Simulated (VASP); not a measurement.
Runs of VASP 6.6.1 on Zn2S. The structure is that of space group P4/nmm (No. 129), or close to it. The cells are those of the table. 

```tsv
task	cell	k mesh	cutoff (eV)	gap on the mesh (eV)	pressure (GPa)	relaxed volume (Å³/atom)	largest force (eV/Å)
single point	a = 3.575, b = 3.575, c = 8.756 Å, 6 atoms	4 × 4 × 4	520	none	0.1	-	0.02
single point	a = 3.954, b = 3.954, c = 5.894 Å, 6 atoms	4 × 4 × 4	520	none	(a)	-	2.07
single point	a = 3.558, b = 3.558, c = 8.687 Å, 6 atoms	10 × 10 × 6	520	none	0.1	-	0.01
single point	a = 3.561, b = 3.561, c = 8.545 Å, 6 atoms	6 × 6 × 2	520	none	0.2	-	0.01
relaxation of cell and atoms	relaxed from a = 3.954, b = 3.954, c = 5.894 Å, 6 atoms	4 × 4 × 4	600	none	0.2	18.40	0.02
relaxation of cell and atoms	relaxed from a = 3.575, b = 3.575, c = 8.756 Å, 6 atoms	6 × 6 × 2	600	none	-0.1	18.20	0.01
```

Alike in all rows: level PBE; potentials or basis VASP PAW PBE potentials, release 64 (Zn, S); no spin polarisation; smearing gaussian 0.1 eV.

Problem. Fill in the values left out.

Solution. (a) 12.8.

Caveats: some runs use coarse meshes; forces of over 1 eV/Å act on the atoms, so gaps and moduli don't describe the material at rest (some runs); the volume moved by over 15 % at a fixed basis, so the end points are rough (some runs).

A gap of «none» marks levels without a gap at the run's occupations.
